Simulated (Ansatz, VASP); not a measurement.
## One calculation of V, two programs

```
V
1.0
    -1.51435    1.51435    1.51435
     1.51435   -1.51435    1.51435
     1.51435    1.51435   -1.51435
V
1
Cartesian
  0.0000 0.0000 0.0000
```

Alike in both runs: task relaxation of cell and atoms; functional BLYP; k mesh 9 × 9 × 9; occupations fermi-dirac, width 0.05 eV; collinear spin.

|  | VASP | Ansatz |
| --- | --- | --- |
| version | VASP 6.6.1 | Ansatz 0.2.0 |
| potentials or method | VASP PAW PBE potentials, release 64 (V_sv), cutoff 600 eV | all-electron LAPW, scalar-relativistic |

VASP gave:

- net moment per atom (μB): 0.00
- relaxed volume (Å³/atom): 13.80
- relaxed cell length with the largest relative difference (Å): 2.617

Q: What did Ansatz give for the same quantities?

A: net moment per atom (μB): 0.00; relaxed volume (Å³/atom): 13.78; relaxed cell length with the largest relative difference (Å): 2.616.

VASP's potentials were made for PBE, not for BLYP. Ansatz ran all-electron here, and VASP with PAW potentials.

Noted on Ansatz's run: the k mesh is thin for a metal, which can move the energy by tens of meV per atom.
